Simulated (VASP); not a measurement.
# Sb (R-3m) in VASP: a series of runs, part 2 of 2

VASP 6.6.1. Earlier steps stand in the parts before.

**3. Single point, LDA**

This run uses another cell than the first one, of 29.24 Å³/atom.

INCAR reads:

```
SYSTEM = Sb
PREC     = Accurate       ! precision mode
ENCUT    = 520            ! plane-wave cutoff, eV
EDIFF    = 1E-6           ! SCF threshold, eV
ISMEAR   = -1             ! smearing method
SIGMA    = 0.05           ! smearing width, eV
LREAL    = .FALSE.        ! projectors in reciprocal space
LASPH    = .TRUE.         ! aspherical terms in the spheres
NELM     = 100            ! most SCF steps
ALGO     = Normal         ! electronic algorithm
ISIF     = 2              ! what is computed and relaxed
LWAVE    = .FALSE.        ! write WAVECAR
LCHARG   = .FALSE.        ! write CHGCAR
NBANDS   = 12             ! bands
```

KPOINTS reads:

```
Automatic mesh
0
G
  8 8 8
  0 0 0
```

POSCAR reads:

```
Sb
1.0
    2.1487186981      1.2405633187      3.6559807365
   -2.1487186981      1.2405633187      3.6559807365
    0.0000000000     -2.4811266375      3.6559807365
Sb
2
Direct
    0.7646387246      0.7646387246      0.7646387246
    0.2353612754      0.2353612754      0.2353612754
```

Potentials or basis: VASP PAW LDA potentials, release 64 (Sb).

Run with:

```console
$ cat potpaw_LDA.64/Sb/POTCAR > POTCAR
$ mpirun -np 1 vasp_std > vasp.out
```

OUTCAR:

```text
SYSTEM = Sb
   PREC = Accurate
   ENCUT = 520
   EDIFF = 1E-6
   ISMEAR = -1
   LREAL = .FALSE.
   LASPH = .TRUE.
   NELM = 100
   ISIF = 2

 ion  position               nearest neighbor table
   1  0.765  0.765  0.765-   2 2.90   2 2.90   2 2.90   2 3.28   2 3.28   2 3.28
   2  0.235  0.235  0.235-   1 2.90   1 2.90   1 2.90   1 3.28   1 3.28   1 3.28

  LATTYP: Found a trigonal (rhomboedric) cell.
 ALAT       =     4.4183916233
 COS(alpha) =     0.5270004712

  Lattice vectors:

 A1 = (   2.1487186981,   1.2405633187,   3.6559807365)
 A2 = (  -2.1487186981,   1.2405633187,   3.6559807365)
 A3 = (   0.0000000000,  -2.4811266375,   3.6559807365)

Analysis of symmetry for initial positions (statically):
=====================================================================
 Subroutine PRICEL returns:
 Original cell was already a primitive cell.

 Routine SETGRP: Setting up the symmetry group for a
 trigonal (rhombohedral) supercell.

 Subroutine GETGRP returns: Found 12 space group operations
 (whereof 12 operations were pure point group operations)
 out of a pool of 12 trial point group operations.

The static configuration has the point symmetry D_3d.

Analysis of symmetry for dynamics (positions and initial velocities):
=====================================================================
 Subroutine PRICEL returns:
 Original cell was already a primitive cell.

 Routine SETGRP: Setting up the symmetry group for a
 trigonal (rhombohedral) supercell.

 Subroutine GETGRP returns: Found 12 space group operations
 (whereof 12 operations were pure point group operations)
 out of a pool of 12 trial point group operations.

The dynamic configuration has the point symmetry D_3d.

 Subroutine INISYM returns: Found 12 space group operations
 (whereof 12 operations are pure point group operations),
 and found     1 'primitive' translations

----------------------------------------------------------------------------------------
[... 121 lines left out ...]
   IVDW    =     0    specifies the selected vdW correction
   LEPSILON=     F    determine dielectric tensor
   LRPA    =     F    only Hartree local field effects (RPA)
 non-spin polarized calculation
  energy-cutoff  :      520.00
  volume of cell :       58.47
 maximum number of plane-waves:      1591
 NGX is ok and might be reduce to    36
   NGX = 17   NGY = 17   NGZ = 17

 number of electron      10.0000000 magnetization

 Free energy of the ion-electron system (eV)
  ---------------------------------------------------
  ext. energy  EPLUGINS =         0.00000000
  ---------------------------------------------------
  free energy    TOTEN  =        -9.63524984 eV

  energy without entropy =       -9.63268111  energy(sigma->0) =       -9.63396547

 E-fermi :   7.5422     XC(G=0):  -9.8616

 val. band max:        7.5088541658   @ k =   0.3750   0.2500   0.2500
 cond. band min:       7.5650331079   @ k =   0.3750   0.1250   0.1250
 fundamental gap:      0.0561789421
 Fermi energy:         7.5421970261

 k-point     1 :       0.0000    0.0000    0.0000
  band No.  band energies     occupation
      1      -5.4017      2.00000
      2       2.8376      2.00000
      3       5.5394      2.00000
      4       5.6456      2.00000
      5       5.6456      2.00000
      6       9.7987      0.00000
      7      10.3343      0.00000
      8      10.3343      0.00000
      9      12.4617      0.00000
     10      12.4617      0.00000
     11      12.6757      0.00000
     12      14.0345      0.00000
[... 331 lines left out ...]
 k-point    24 :       0.3750    0.1250    0.1250
  band No.  band energies     occupation
      1      -4.3568      2.00000
      2      -0.1001      2.00000
      3       4.1620      2.00000
      4       6.0741      2.00000
      5       7.5650      0.77553
      6       7.7766      0.01826
      7       8.0160      0.00015
      8      10.7031      0.00000
      9      12.4457      0.00000
     10      13.3662      0.00000
     11      14.9804      0.00000
     12      16.3839      0.00000

 [... further k-points ...]

------------------------ aborting loop because EDIFF is reached ----------------------------------------

  FORCE on cell =-STRESS in cart. coord.  units (eV):
  Direction    XX          YY          ZZ          XY          YZ          ZX
  --------------------------------------------------------------------------------------
  -------------------------------------------------------------------------------------
  Total        0.1158263      0.1158263      0.0877668      0.0000000     -0.0000000      0.0000000
  in kB        3.1736880      3.1736880      2.4048449      0.0000000     -0.0000000      0.0000000
  external PRESSURE =       2.9174070 kB  Pullay stress =       0.0000000 kB

 VOLUME and BASIS-vectors are now :
 -----------------------------------------------------------------------------
  energy-cutoff  :      520.00
  volume of cell :       58.47
      direct lattice vectors                 reciprocal lattice vectors
     2.148718698  1.240563319  3.655980737     0.232696816  0.134347569  0.091174806
    -2.148718698  1.240563319  3.655980737    -0.232696816  0.134347569  0.091174806
     0.000000000 -2.481126638  3.655980737     0.000000000 -0.268695139  0.091174806

 POSITION                                       TOTAL-FORCE (eV/Angst)
 -----------------------------------------------------------------------------------
      0.00000     -0.00000      8.38651         0.000000      0.000000     -0.072090
      0.00000     -0.00000      2.58143         0.000000     -0.000000      0.072090
 -----------------------------------------------------------------------------------
    total drift:                                0.000000      0.000000     -0.000000

  FREE ENERGIE OF THE ION-ELECTRON SYSTEM (eV)
  ---------------------------------------------------
  free  energy   TOTEN  =        -9.6352498366 eV

  energy  without entropy=       -9.6326811117  energy(sigma->0) =       -9.63396547
```

Wall time 44 s (1 thread of Intel Xeon 8259CL, shared host); peak memory 0.18 GiB.

Results:

| Quantity | Value |
| --- | --- |
| Free energy | -9.6352 eV |
| Pressure | 0.3 GPa |
| Largest force | 0.072 eV/Å |
| Band gap on the k mesh | zero (bands 5 and 6 overlap by 0.24 eV) |

Forces in eV/Å, atoms in the order of the input:
```
Sb   0.000  0.000 -0.072
Sb   0.000  0.000  0.072
```

Caveat: spin-orbit coupling is left out, which moves the levels of the heavy elements.

**4. Single point, PBEsol**

This run uses another cell than the first one, of 29.86 Å³/atom.

INCAR reads:

```
SYSTEM = Sb
PREC = Accurate
ENCUT = 520
EDIFF = 1E-6
ISMEAR = -1
SIGMA = 0.05
LREAL = .False.
LASPH = .True.
NELM = 80
ALGO = Normal
ISIF = 2
LWAVE = .False.
LCHARG = .False.
GGA = PS
NBANDS = 12
```

KPOINTS reads:

```
Automatic mesh
0
Gamma
  8 8 8
  0 0 0
```

POSCAR reads:

```
Sb
1.0
    2.1623016668      1.2484054494      3.6870887270
   -2.1623016668      1.2484054494      3.6870887270
    0.0000000000     -2.4968108988      3.6870887270
Sb
2
Direct
    0.7647143675      0.7647143675      0.7647143675
    0.2352856325      0.2352856325      0.2352856325
```

Potentials or basis: VASP PAW PBE potentials, release 64 (Sb).

Run with:

```console
$ cat potpaw_PBE.64/Sb/POTCAR > POTCAR
$ mpirun -np 1 vasp_std > vasp.out
```

OUTCAR:

```text
SYSTEM = Sb
   PREC = Accurate
   ENCUT = 520
   EDIFF = 1E-6
   ISMEAR = -1
   LREAL = .False.
   LASPH = .True.
   NELM = 80
   ISIF = 2
   GGA = PS

 ion  position               nearest neighbor table
   1  0.765  0.765  0.765-   2 2.92   2 2.92   2 2.92   2 3.31   2 3.31   2 3.31
   2  0.235  0.235  0.235-   1 2.92   1 2.92   1 2.92   1 3.31   1 3.31   1 3.31

  LATTYP: Found a trigonal (rhomboedric) cell.
 ALAT       =     4.4529414936
 COS(alpha) =     0.5284056604

[... 548 lines left out ...]

------------------------ aborting loop because EDIFF is reached ----------------------------------------

  FORCE on cell =-STRESS in cart. coord.  units (eV):
  Direction    XX          YY          ZZ          XY          YZ          ZX
  --------------------------------------------------------------------------------------
  -------------------------------------------------------------------------------------
  Total        0.0730646      0.0730646      0.0558554     -0.0000000     -0.0000000      0.0000000
  in kB        1.9602481      1.9602481      1.4985418     -0.0000000     -0.0000000      0.0000000
  external PRESSURE =       1.8063460 kB  Pullay stress =       0.0000000 kB

 VOLUME and BASIS-vectors are now :
 -----------------------------------------------------------------------------
  energy-cutoff  :      520.00
  volume of cell :       59.72
      direct lattice vectors                 reciprocal lattice vectors
     2.162301667  1.248405449  3.687088727     0.231235081  0.133503636  0.090405563
    -2.162301667  1.248405449  3.687088727    -0.231235081  0.133503636  0.090405563
     0.000000000 -2.496810899  3.687088727     0.000000000 -0.267007272  0.090405563

 POSITION                                       TOTAL-FORCE (eV/Angst)
 -----------------------------------------------------------------------------------
      0.00000      0.00000      8.45871         0.000000      0.000000     -0.047631
      0.00000      0.00000      2.60256         0.000000     -0.000000      0.047631
 -----------------------------------------------------------------------------------
    total drift:                                0.000000     -0.000000      0.000000

  FREE ENERGIE OF THE ION-ELECTRON SYSTEM (eV)
  ---------------------------------------------------
  free  energy   TOTEN  =        -9.1243497687 eV

  energy  without entropy=       -9.1217366308  energy(sigma->0) =       -9.12304320
```

stdout:

```text
POSCAR found type information on POSCAR Sb
 POSCAR found :  1 types and       2 ions
 scaLAPACK will be used
 -----------------------------------------------------------------------------
|                                                                             |
|                                                                             |
|     You enforced a specific xc type in the INCAR file but a different       |
|     I HOPE YOU KNOW WHAT YOU ARE DOING!                                     |
|                                                                             |
 -----------------------------------------------------------------------------

 LDA part: xc-table for (Slater+PW92), standard interpolation
 POSCAR, INCAR and KPOINTS ok, starting setup
 FFT: planning ... GRIDC
 FFT: planning ... GRID_SOFT
 FFT: planning ... GRID
 WAVECAR not read
 entering main loop
```

It took 51 s on 1 thread of Intel Xeon 8259CL, shared host; peak memory 0.22 GiB.

What came out:

```
Free energy            : -9.1243 eV
Pressure               : 0.2 GPa
Largest force          : 0.048 eV/Å
Band gap on the k mesh : zero (bands 5 and 6 overlap by 0.25 eV)
```

Forces in eV/Å, atoms in the order of the input:
```
Sb   0.000  0.000 -0.048
Sb   0.000  0.000  0.048
```

Levels at points of the mesh, in eV from the Fermi level:
```
           k point  band 2  band 3  band 4  band 5  band 6  band 7  band 8  band 9
(0.00, 0.00, 0.00)   -4.74   -1.98   -1.85   -1.85    2.23    2.77    2.77    4.92
(0.50, 0.00, 0.00)   -9.73   -1.84   -1.64   -0.32   -0.23    0.20    0.31    7.75
(0.50, 0.50, 0.00)   -7.95   -5.58   -3.78   -3.76    1.51    5.03    5.46    7.08
(0.50, 0.50, 0.50)   -9.13   -1.32   -1.32   -0.55   -0.05   -0.05    0.93    7.17
```

Caveat: the PAW data sets were made with another functional, which shifts forces and pressure a little; spin-orbit coupling is left out, which moves the levels of the heavy elements.

**5. Single point, LDA (31.41 Å³/atom)**

This run uses another cell than the first one, of 31.41 Å³/atom.

INCAR reads:

```
SYSTEM = Sb
ALGO = Normal
EDIFF = 1E-6
ENCUT = 520
GGA = CA
ISIF = 2
ISMEAR = -1
LASPH = .True.
LCHARG = .True.
LELF = .True.
LREAL = .False.
LVHAR = .True.
LWAVE = .False.
NBANDS = 12
NELM = 100
PREC = Accurate
SIGMA = 0.05
```

KPOINTS reads:

```
k-points
0
Gamma
  8 8 8
  0 0 0
```

POSCAR reads:

```
Sb
1.0
    2.1825479877      1.2600946682      3.8074530396
   -2.1825479877      1.2600946682      3.8074530396
    0.0000000000     -2.5201893365      3.8074530396
Sb
2
Direct
    0.7665100000      0.7665100000      0.7665100000
    0.2334900000      0.2334900000      0.2334900000
```

Potentials or basis: VASP PAW LDA potentials, release 64 (Sb).

Run with:

```console
$ cat potpaw_LDA.64/Sb/POTCAR > POTCAR
$ mpirun -np 1 vasp_std > vasp.out
```

OUTCAR:

```text
SYSTEM = Sb
   EDIFF = 1E-6
   ENCUT = 520
   GGA = CA
   ISIF = 2
   ISMEAR = -1
   LASPH = .True.
   LREAL = .False.
   NELM = 100
   PREC = Accurate

 ion  position               nearest neighbor table
   1  0.767  0.767  0.767-   2 2.95   2 2.95   2 2.95   2 3.40   2 3.40   2 3.40
   2  0.233  0.233  0.233-   1 2.95   1 2.95   1 2.95   1 3.40   1 3.40   1 3.40

  LATTYP: Found a trigonal (rhomboedric) cell.
 ALAT       =     4.5659668133
 COS(alpha) =     0.5430253624

  Lattice vectors:

 A1 = (   2.1825479877,   1.2600946682,   3.8074530396)
 A2 = (  -2.1825479877,   1.2600946682,   3.8074530396)
 A3 = (   0.0000000000,  -2.5201893365,   3.8074530396)

Analysis of symmetry for initial positions (statically):
=====================================================================
 Subroutine PRICEL returns:
 Original cell was already a primitive cell.

 Routine SETGRP: Setting up the symmetry group for a
 trigonal (rhombohedral) supercell.

 Subroutine GETGRP returns: Found 12 space group operations
 (whereof 12 operations were pure point group operations)
 out of a pool of 12 trial point group operations.

[... 174 lines left out ...]
      4       4.9334      2.00000
      5       4.9334      2.00000
      6       8.6748      0.00000
      7       9.2488      0.00000
      8       9.2488      0.00000
      9      11.7621      0.00000
     10      11.7621      0.00000
     11      11.8860      0.00000
     12      13.2903      0.00000
[... 331 lines left out ...]
 k-point    24 :       0.3750    0.1250    0.1250
  band No.  band energies     occupation
      1      -4.8388      2.00000
      2      -0.8934      2.00000
      3       3.4545      2.00000
      4       5.1987      2.00000
      5       6.6777      1.03816
      6       6.7713      0.28486
      7       7.3303      0.00000
      8       9.5652      0.00000
      9      11.6389      0.00000
     10      12.6120      0.00000
     11      13.7726      0.00000
     12      15.3575      0.00000

 [... further k-points ...]

------------------------ aborting loop because EDIFF is reached ----------------------------------------

  FORCE on cell =-STRESS in cart. coord.  units (eV):
  Direction    XX          YY          ZZ          XY          YZ          ZX
  --------------------------------------------------------------------------------------
  -------------------------------------------------------------------------------------
  Total       -1.1467737     -1.1467737     -1.1861299     -0.0000000      0.0000000      0.0000000
  in kB      -29.2439151    -29.2439151    -30.2475387     -0.0000000      0.0000000      0.0000000
  external PRESSURE =     -29.5784563 kB  Pullay stress =       0.0000000 kB

 VOLUME and BASIS-vectors are now :
 -----------------------------------------------------------------------------
  energy-cutoff  :      520.00
  volume of cell :       62.83
      direct lattice vectors                 reciprocal lattice vectors
     2.182547988  1.260094668  3.807453040     0.229090037  0.132265195  0.087547589
    -2.182547988  1.260094668  3.807453040    -0.229090037  0.132265195  0.087547589
     0.000000000 -2.520189337  3.807453040     0.000000000 -0.264530389  0.087547589

 POSITION                                       TOTAL-FORCE (eV/Angst)
 -----------------------------------------------------------------------------------
      0.00000     -0.00000      8.75535         0.000000     -0.000000      0.119477
      0.00000     -0.00000      2.66701         0.000000      0.000000     -0.119477
 -----------------------------------------------------------------------------------
    total drift:                                0.000000     -0.000000     -0.000000

  FREE ENERGIE OF THE ION-ELECTRON SYSTEM (eV)
  ---------------------------------------------------
  free  energy   TOTEN  =        -9.5959762891 eV

  energy  without entropy=       -9.5935617461  energy(sigma->0) =       -9.59476902
```

OSZICAR:

```text
N       E                     dE             d eps       ncg     rms          rms(c)
DAV:   1     0.358611841106E+02    0.35861E+02   -0.35536E+03  1560   0.653E+02
DAV:   2    -0.746396979317E+01   -0.43325E+02   -0.41983E+02  2148   0.109E+02
DAV:   3    -0.959943190624E+01   -0.21355E+01   -0.21252E+01  1908   0.267E+01
DAV:   4    -0.961861816942E+01   -0.19186E-01   -0.19184E-01  1800   0.311E+00
DAV:   5    -0.961888351494E+01   -0.26535E-03   -0.26534E-03  1904   0.393E-01    0.295E+00
DAV:   6    -0.960432636542E+01    0.14557E-01   -0.31077E-03  1804   0.285E-01    0.174E+00
DAV:   7    -0.959594894072E+01    0.83774E-02   -0.67806E-03  1772   0.418E-01    0.568E-02
DAV:   8    -0.959597235762E+01   -0.23417E-04   -0.16868E-04  1844   0.867E-02    0.173E-02
DAV:   9    -0.959597658352E+01   -0.42259E-05   -0.10094E-05  1908   0.182E-02    0.400E-03
DAV:  10    -0.959597628914E+01    0.29438E-06   -0.10753E-06  1176   0.568E-03
   1 F= -.95959763E+01 E0= -.95947690E+01  d E =-.241454E-02
```

stdout:

```text
POSCAR found type information on POSCAR Sb
 POSCAR found :  1 types and       2 ions
 scaLAPACK will be used
 LDA part: xc-table for (Slater(with rela. corr.)+CA(PZ))
 , standard interpolation
 POSCAR, INCAR and KPOINTS ok, starting setup
 FFT: planning ... GRIDC
 FFT: planning ... GRID_SOFT
 FFT: planning ... GRID
 WAVECAR not read
 entering main loop
```

It took 42 s on 1 thread of Intel Xeon 8259CL, shared host; peak memory 0.19 GiB.

What came out:

```
Free energy            : -9.5960 eV
Pressure               : -3.0 GPa
Largest force          : 0.119 eV/Å
Band gap on the k mesh : zero (bands 5 and 6 overlap by 0.29 eV)
```

Forces on the atoms (eV/Å):
```
Sb   0.000  0.000  0.119
Sb   0.000  0.000 -0.119
```

Stress tensor (GPa, compression positive):
```
-2.92  0.00  0.00
 0.00 -2.92  0.00
 0.00  0.00 -3.02
```

Levels at points of the mesh, in eV from the Fermi level:
```tsv
k point	band 1	band 2	band 3	band 4	band 5	band 6	band 7	band 8	band 9	band 10
(0.00, 0.00, 0.00)	-12.47	-5.13	-1.99	-1.75	-1.75	1.99	2.57	2.57	5.08	5.08
(0.50, 0.00, 0.00)	-10.23	-9.52	-1.87	-1.77	-0.31	-0.29	0.15	0.50	7.42	8.00
(0.50, 0.50, 0.00)	-10.26	-8.03	-5.24	-3.59	-3.51	1.62	4.64	5.24	6.47	8.45
(0.50, 0.50, 0.50)	-11.03	-8.87	-1.27	-1.27	-0.62	0.14	0.14	0.99	6.82	8.47
```

Caveat: spin-orbit coupling is left out, which moves the levels of the heavy elements.

**6. Overview**

```tsv
level	potentials or basis	cell	gap on the mesh (eV)	pressure (GPa)	largest force (eV/Å)
LDA	VASP PAW LDA potentials, release 64 (Sb)	a = 4.446 Å, angles 57.1°, 2 atoms, atomic positions A	none	1.6	0.30
LDA	VASP PAW LDA potentials, release 64 (Sb)	a = 4.418 Å, angles 58.2°, 2 atoms, atomic positions B	none	0.3	0.07
PBEsol	VASP PAW PBE potentials, release 64 (Sb)	a = 4.453 Å, angles 58.1°, 2 atoms, atomic positions B	none	0.2	0.05
LDA	VASP PAW LDA potentials, release 64 (Sb)	a = 4.566 Å, angles 57.1°, 2 atoms, atomic positions A	none	-3.0	0.12
```

Alike in all rows: task single point; no spin polarisation; k mesh 8 × 8 × 8; cutoff (eV) 520; smearing fermi-dirac 0.05 eV.

Caveats: spin-orbit coupling is left out, which moves the levels of the heavy elements; the PAW data sets were made with another functional, which shifts forces and pressure a little (at least some runs).

Total energies depend on the potentials used, so only differences within one code and one set of settings carry meaning.
